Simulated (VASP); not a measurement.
# BaTiO3 (P4mm) in VASP: notebook, part 2 of 3

VASP 6.6.1. Earlier steps stand in the parts before.

## (4) Relaxation of the atoms, PBE (13.37 Å³/atom)

This run uses another cell than the first one, of 13.37 Å³/atom.

File INCAR:

```
ALGO     = Normal         # electronic algorithm
EDIFF    = 1E-6           # SCF threshold, eV
EDIFFG   = -0.02          # ionic threshold
ENCUT    = 520            # plane-wave cutoff, eV
GGA      = PE             # functional
IBRION   = 2              # ionic algorithm
ISIF     = 2              # what is computed and relaxed
ISMEAR   = -1             # smearing method
LASPH    = True           # aspherical terms in the spheres
LCHARG   = False          # write CHGCAR
LREAL    = False          # projectors in reciprocal space
LWAVE    = False          # write WAVECAR
NELM     = 80             # most SCF steps
NSW      = 80             # ionic steps
PREC     = Accurate       # precision mode
SIGMA    = 0.02           # smearing width, eV
```

File KPOINTS:

```
k-points
0
Gamma
  8 8 8
```

File POSCAR:

```
BaTiO3
1.0
    4.0524349834      0.0000000000      0.0000000000
    0.0000000000      4.0524349834      0.0000000000
    0.0000000000      0.0000000000      4.0708744846
Ba Ti O
1 1 3
Direct
    0.0000000000      0.0000000000     -0.0029689668
    0.5000000000      0.5000000000      0.4826505826
    0.5000000000      0.5000000000      0.0222697536
    0.5000000000      0.0000000000      0.5130243154
    0.0000000000      0.5000000000      0.5130243154
```

Potentials or basis: VASP PAW PBE potentials, release 64 (Ba_sv, Ti_sv, O).

Run with:

```
cat potpaw_PBE.64/Ba_sv/POTCAR potpaw_PBE.64/Ti_sv/POTCAR potpaw_PBE.64/O/POTCAR > POTCAR
mpirun -np 1 vasp_std > vasp.out
```

OUTCAR:

```text
EDIFF = 1E-6
   EDIFFG = -0.02
   ENCUT = 520
   GGA = PE
   IBRION = 2
   ISIF = 2
   ISMEAR = -1
   LASPH = True
   LREAL = False
   NELM = 80
   NSW = 80
   PREC = Accurate

 ion  position               nearest neighbor table
   1  0.000  0.000  0.997-   4 2.83   5 2.83   5 2.83   4 2.83   3 2.87   3 2.87   3 2.87   3 2.87
                             4 2.92   5 2.92   5 2.92   4 2.92   2 3.48   2 3.48   2 3.48   2 3.48
   2  0.500  0.500  0.483-   3 1.87   4 2.03   5 2.03   4 2.03   5 2.03   3 2.20   1 3.48   1 3.48
                             1 3.48   1 3.48   1 3.55   1 3.55   1 3.55   1 3.55
   3  0.500  0.500  0.022-   2 1.87   2 2.20   1 2.87   1 2.87   1 2.87   1 2.87
   4  0.500  0.000  0.513-   2 2.03   2 2.03   1 2.83   1 2.83   1 2.92   1 2.92
   5  0.000  0.500  0.513-   2 2.03   2 2.03   1 2.83   1 2.83   1 2.92   1 2.92

  LATTYP: Found a simple tetragonal cell.
 ALAT       =     4.0524349834
 C/A-ratio  =     1.0045502275

  Lattice vectors:

 A1 = (   4.0524349834,   0.0000000000,   0.0000000000)
 A2 = (   0.0000000000,   4.0524349834,   0.0000000000)
 A3 = (   0.0000000000,   0.0000000000,   4.0708744846)

Analysis of symmetry for initial positions (statically):
=====================================================================
 Subroutine PRICEL returns:
 Original cell was already a primitive cell.

 Routine SETGRP: Setting up the symmetry group for a
 simple tetragonal supercell.

 Subroutine GETGRP returns: Found  8 space group operations
 (whereof  8 operations were pure point group operations)
 out of a pool of 16 trial point group operations.

The static configuration has the point symmetry C_4v.

Analysis of symmetry for dynamics (positions and initial velocities):
=====================================================================
 Subroutine PRICEL returns:
 Original cell was already a primitive cell.

 Routine SETGRP: Setting up the symmetry group for a
 simple tetragonal supercell.

 Subroutine GETGRP returns: Found  8 space group operations
 (whereof  8 operations were pure point group operations)
 out of a pool of 16 trial point group operations.

The dynamic configuration has the point symmetry C_4v.

 Subroutine INISYM returns: Found  8 space group operations
 (whereof  8 operations are pure point group operations),
 and found     1 'primitive' translations

----------------------------------------------------------------------------------------

                                     Primitive cell

  volume of cell :      66.8528

  direct lattice vectors                    reciprocal lattice vectors
     4.052434983  0.000000000  0.000000000     0.246765217  0.000000000  0.000000000
     0.000000000  4.052434983  0.000000000     0.000000000  0.246765217  0.000000000
     0.000000000  0.000000000  4.070874485     0.000000000  0.000000000  0.245647466

  length of vectors
     4.052434983  4.052434983  4.070874485     0.246765217  0.246765217  0.245647466

  position of ions in fractional coordinates (direct lattice)
     0.000000000  0.000000000  0.997031033
     0.500000000  0.500000000  0.482650583
     0.500000000  0.500000000  0.022269754
     0.500000000  0.000000000  0.513024315
     0.000000000  0.500000000  0.513024315

  ion indices of the primitive-cell ions
   primitive index   ion index
                 1           1
                 2           2
                 3           3
[... 57 lines left out ...]
   number of dos      NEDOS =    301   number of ions     NIONS =      5
   total plane-waves  NPLWV =  27000
   dimension x,y,z NGX =    30 NGY =   30 NGZ =   30
   dimension x,y,z NGXF=    60 NGYF=   60 NGZF=   60
   ions per type =               1   1   3
   NGX,Y,Z   is equivalent  to a cutoff of  12.31, 12.31, 12.25 a.u.
   NGXF,Y,Z  is equivalent  to a cutoff of  24.61, 24.61, 24.50 a.u.
 SYSTEM =  unknown system
   PREC   = accura    normal or accurate (medium, high low for compatibility)
   ISTART =      0    job   : 0-new  1-cont  2-samecut
   ICHARG =      2    charge: 1-file 2-atom 10-const
   ISPIN  =      1    spin polarized calculation?
   LNONCOLLINEAR =      F non collinear calculations
   LSORBIT =      F    spin-orbit coupling
   LASPH  =      T    aspherical Exc in radial PAW
   ENCUT  =  520.0 eV  38.22 Ry    6.18 a.u.   7.53  7.53  7.57*2*pi/ulx,y,z
   NELM   =     80;   NELMIN=  2; NELMDL= -5     # of ELM steps
   EDIFF  = 0.1E-05   stopping-criterion for ELM
   LREAL  =      F    real-space projection
   EDIFFG = -.2E-01   stopping-criterion for IOM
   NSW    =     80    number of steps for IOM
   IBRION =      2    ionic relax: 0-MD 1-quasi-New 2-CG
   NFREE  =      1    steps in history (QN), initial steepest desc. (CG)
   ISIF   =      2    stress and relaxation
   ISYM   =      2    0-nonsym 1-usesym 2-fastsym
   POTIM  = 0.5000    time-step for ionic-motion
   TEBEG  =    0.0;   TEEND  =   0.0 temperature during run
   PSTRESS=    0.0 pullay stress
   NELECT =      40.0000    total number of electrons
   NUPDOWN=      -1.0000    fix difference up-down
   EMIN   =  10.00;   EMAX   =-10.00  energy-range for DOS
   EFERMI =   0.00;   METHOD = LEGACY
   ISMEAR =    -1;   SIGMA  =   0.02  broadening in eV -4-tet -1-fermi 0-gaus
   EFERMI_NEDOS =   21; number of points for ismear=-14 and -15
   IALGO  =     38    algorithm
   IMIX   =      4    mixing-type and parameters
     AMIX     =   0.40;   BMIX     =  1.00
     AMIX_MAG =   1.60;   BMIX_MAG =  1.00
  volume/ion in A,a.u.               =      13.37        90.23
  Fermi-wavevector in a.u.,A,eV,Ry     =   1.379500  2.606876 25.892144  1.903019
  Thomas-Fermi vector in A             =   2.504463
   LORBIT       =      0    0 simple, 1 ext, 2 COOP (PROOUT), +10 PAW based schemes
   GGA     = PE    functional components
   LHFCALC =     F    Hartree Fock is set to
   AEXX    =    0.0000 exact exchange contribution
   IVDW    =     0    specifies the selected vdW correction
   LEPSILON=     F    determine dielectric tensor
   LRPA    =     F    only Hartree local field effects (RPA)
 conjugate gradient relaxation of ions
 non-spin polarized calculation
  energy-cutoff  :      520.00
  volume of cell :       66.85
 maximum number of plane-waves:      1856
   NGX = 15   NGY = 15   NGZ = 15

--------------------------------------- Ionic step        1  -------------------------------------------

 number of electron      39.9999987 magnetization

 Free energy of the ion-electron system (eV)
  ---------------------------------------------------
  ext. energy  EPLUGINS =         0.00000000
  ---------------------------------------------------
  free energy    TOTEN  =       -40.01482618 eV

  energy without entropy =      -40.01482618  energy(sigma->0) =      -40.01482618

------------------------ aborting loop because EDIFF is reached ----------------------------------------

  FORCE on cell =-STRESS in cart. coord.  units (eV):
  Direction    XX          YY          ZZ          XY          YZ          ZX
  --------------------------------------------------------------------------------------
  -------------------------------------------------------------------------------------
  Total       -0.9428022     -0.9428022     -0.0438544      0.0000000     -0.0000000      0.0000000
  in kB      -22.5949485    -22.5949485     -1.0510021      0.0000000     -0.0000000      0.0000000
  external PRESSURE =     -15.4136330 kB  Pullay stress =       0.0000000 kB
[... 182 lines left out ...]
--------------------------------------- Ionic step        6  -------------------------------------------

 number of electron      39.9999986 magnetization

 Free energy of the ion-electron system (eV)
  ---------------------------------------------------
  ext. energy  EPLUGINS =         0.00000000
  ---------------------------------------------------
  free energy    TOTEN  =       -40.01993610 eV

  energy without entropy =      -40.01993610  energy(sigma->0) =      -40.01993610

 E-fermi :   4.0253     XC(G=0): -11.0276

 val. band max:        3.6061314524   @ k =   0.5000   0.5000   0.5000
 cond. band min:       5.3392210536   @ k =   0.0000   0.0000   0.0000
 fundamental gap:      1.7330896012
 Fermi energy:         4.0253192566

 k-point     1 :       0.0000    0.0000    0.0000
  band No.  band energies     occupation
      1     -53.0827      2.00000
      2     -29.3625      2.00000
      3     -29.2743      2.00000
      4     -29.2743      2.00000
      5     -21.4293      2.00000
      6     -13.2962      2.00000
[... 637 lines left out ...]
     23       7.0411      0.00000
     24       8.1147      0.00000

 [... further k-points ...]

------------------------ aborting loop because EDIFF is reached ----------------------------------------

  FORCE on cell =-STRESS in cart. coord.  units (eV):
  Direction    XX          YY          ZZ          XY          YZ          ZX
  --------------------------------------------------------------------------------------
  -------------------------------------------------------------------------------------
  Total       -0.8476533     -0.8476533      0.7538431      0.0000000      0.0000000      0.0000000
  in kB      -20.3146352    -20.3146352     18.0664051      0.0000000      0.0000000      0.0000000
  external PRESSURE =      -7.5209551 kB  Pullay stress =       0.0000000 kB
[... 20 lines left out ...]
  FREE ENERGIE OF THE ION-ELECTRON SYSTEM (eV)
  ---------------------------------------------------
  free  energy   TOTEN  =       -40.0199360989 eV

  energy  without entropy=      -40.0199360989  energy(sigma->0) =      -40.01993610

 reached required accuracy - stopping structural energy minimisation
```

Wall time 5.9 min (1 thread of Oxide Virtual Turin-like, shared host); peak memory 0.23 GiB.

Results:

| Quantity | Value |
| --- | --- |
| Free energy | -40.0199 eV |
| Energy gained by relaxing | 1.0 meV/atom |
| Ionic steps | 6 |
| Pressure after relaxing | -0.8 GPa |
| Largest force after relaxing | 0.019 eV/Å |
| Band gap on the k mesh | 1.73 eV (least direct gap 2.15 eV) |

Forces in eV/Å, atoms in the order of the input:
```
Ba   0.000  0.000 -0.013
Ti   0.000  0.000  0.019
O    0.000  0.000  0.001
O    0.000  0.000 -0.003
O    0.000  0.000 -0.003
```

The path:
| step | energy change (eV) | largest force (eV/Å) | pressure (GPa) |
| --- | --- | --- | --- |
| 1 | 0.0000 | 0.2791 | -1.54 |
| 2 | -0.0043 | 0.1019 | -1.07 |
| 3 | -0.0049 | 0.0386 | -0.80 |
| 4 | -0.0049 | 0.0377 | -0.82 |
| 5 | -0.0050 | 0.0290 | -0.79 |
| 6 | -0.0051 | 0.0190 | -0.75 |

Final structure:
```yaml
crystal:
  lattice:
    - [4.05243, 0.00000, 0.00000]
    - [0.00000, 4.05243, 0.00000]
    - [0.00000, 0.00000, 4.07087]
  atoms:
    - { symbol: Ba, position: [0.00000, 0.00000, 0.99572] }
    - { symbol: Ti, position: [0.50000, 0.50000, 0.47818] }
    - { symbol: O, position: [0.50000, 0.50000, 0.02727] }
    - { symbol: O, position: [0.50000, 0.00000, 0.51341] }
    - { symbol: O, position: [0.00000, 0.50000, 0.51341] }
```

Caveat: spin-orbit coupling is left out, which moves the levels of the heavy elements.

## (5) Relaxation of the atoms, PBE (13.63 Å³/atom)

This run uses another cell than the first one, of 13.63 Å³/atom.

File INCAR:

```
SYSTEM = BaTiO3
PREC = Accurate
ENCUT = 520
EDIFF = 1E-7
ISMEAR = -1
SIGMA = 0.02
LREAL = .False.
LASPH = .True.
NELM = 100
ALGO = Normal
ISIF = 2
LWAVE = .False.
LCHARG = .False.
GGA = PE
IBRION = 2
NSW = 80
EDIFFG = -0.02
```

File KPOINTS:

```
Automatic mesh
0
Gamma
  8 8 8
  0 0 0
```

File POSCAR:

```
BaTiO3
1.0
    4.0782473671      0.0000000000      0.0000000000
    0.0000000000      4.0782473671      0.0000000000
    0.0000000000      0.0000000000      4.0968043205
Ba Ti O
1 1 3
Direct
    0.0000000000      0.0000000000     -0.0029689817
    0.5000000000      0.5000000000      0.4826506884
    0.5000000000      0.5000000000      0.0222697376
    0.5000000000      0.0000000000      0.5130242778
    0.0000000000      0.5000000000      0.5130242778
```

Run with:

```
cat potpaw_PBE.64/Ba_sv/POTCAR potpaw_PBE.64/Ti_sv/POTCAR potpaw_PBE.64/O/POTCAR > POTCAR
mpirun -np 1 vasp_std > vasp.out
```

Wall time 7.2 min (1 thread of Oxide Virtual Turin-like, shared host); peak memory 0.23 GiB.

It converged, with:

- Free energy: -40.0058 eV
- Energy gained by relaxing: 2.7 meV/atom
- Ionic steps: 7
- Pressure after relaxing: -3.1 GPa
- Largest force after relaxing: 0.009 eV/Å
- Band gap on the k mesh: 1.71 eV (least direct gap 2.15 eV)

Forces on the atoms (eV/Å):
```
Ba   0.000  0.000  0.000
Ti   0.000  0.000 -0.004
O    0.000  0.000  0.009
O    0.000  0.000 -0.002
O    0.000  0.000 -0.002
```

Stress tensor (GPa, compression positive):
```
-4.59  0.00  0.00
 0.00 -4.59  0.00
 0.00  0.00 -0.02
```

The path:
| step | energy change (eV) | largest force (eV/Å) | pressure (GPa) |
| --- | --- | --- | --- |
| 1 | 0.0000 | 0.4302 | -4.31 |
| 2 | -0.0109 | 0.1802 | -3.59 |
| 3 | -0.0127 | 0.0657 | -3.11 |
| 4 | -0.0127 | 0.0647 | -3.14 |
| 5 | -0.0130 | 0.0499 | -3.11 |
| 6 | -0.0133 | 0.0290 | -3.03 |
| 7 | -0.0134 | 0.0087 | -3.06 |

Final structure:
```
CELL_PARAMETERS angstrom
4.07825 0.00000 0.00000
0.00000 4.07825 0.00000
0.00000 0.00000 4.09680
ATOMIC_POSITIONS crystal
Ba 0.00000 0.00000 0.99359
Ti 0.50000 0.50000 0.47621
O 0.50000 0.50000 0.03030
O 0.50000 0.00000 0.51395
O 0.00000 0.50000 0.51395
```

Levels at points of the mesh, in eV from the valence-band top:
| k point | band 17 | band 18 | band 19 | band 20 | band 21 | band 22 | band 23 | band 24 |
| --- | --- | --- | --- | --- | --- | --- | --- | --- |
| (0.00, 0.00, 0.00) | -1.08 | -0.61 | -0.44 | -0.44 | 1.71 | 2.19 | 2.19 | 3.67 |
| (0.50, 0.00, 0.00) | -1.74 | -1.55 | -1.24 | -1.08 | 2.27 | 3.24 | 3.34 | 3.89 |
| (0.50, 0.50, 0.00) | -1.91 | -1.19 | -1.19 | -0.08 | 3.36 | 3.36 | 3.66 | 4.29 |
| (0.00, 0.00, 0.50) | -1.88 | -1.83 | -0.71 | -0.71 | 1.85 | 3.44 | 3.44 | 3.67 |
| (0.50, 0.00, 0.50) | -1.76 | -0.95 | -0.92 | -0.30 | 3.27 | 3.45 | 3.69 | 4.44 |
| (0.50, 0.50, 0.50) | -2.41 | -0.22 | -0.22 | 0.00 | 3.85 | 3.91 | 3.91 | 6.03 |

Caveat: spin-orbit coupling is left out, which moves the levels of the heavy elements. A k mesh can miss the band edges.

[end of part 2 of 3]
